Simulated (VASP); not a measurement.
Nb: single point with PBE

Crystal: Nb.

```
Nb
1.0
    -1.57223    1.57223    1.57223
     1.57223   -1.57223    1.57223
     1.57223    1.57223   -1.57223
Nb
1
Cartesian
  0.0000 0.0000 0.0000
```

```yaml
Program: VASP 6.6.1
Task: single point
Functional: PBE
Potentials_or_basis: VASP PAW PBE potentials, release 64 (Nb_sv)
Cutoff: 520 eV
k_mesh: 8 × 8 × 8
Occupations: gaussian, width 0.1 eV
Spin: no spin polarisation
```

| Item | Value |
| --- | --- |
| Pressure | 36.8 GPa |

Levels at points of the mesh, in eV from the Fermi level:
| k point | band 3 | band 4 | band 5 | band 6 | band 7 | band 8 | band 9 | band 10 |
| --- | --- | --- | --- | --- | --- | --- | --- | --- |
| (0.00, 0.00, 0.00) | -29.07 | -29.07 | -6.04 | 0.38 | 0.38 | 0.38 | 3.80 | 3.80 |
| (0.50, 0.00, 0.00) | -29.72 | -29.10 | -4.29 | -2.07 | 3.26 | 3.95 | 4.76 | 7.73 |
| (0.50, 0.50, 0.50) | -30.49 | -30.49 | -4.57 | -4.57 | 6.75 | 6.75 | 6.75 | 10.55 |

Run time: 3.2 s on 1 thread of Intel(R) Xeon(R) Platinum 8481C CPU @ 2.70GHz (Sapphire Rapids), with other jobs on the host, peak memory 0.12 GiB.
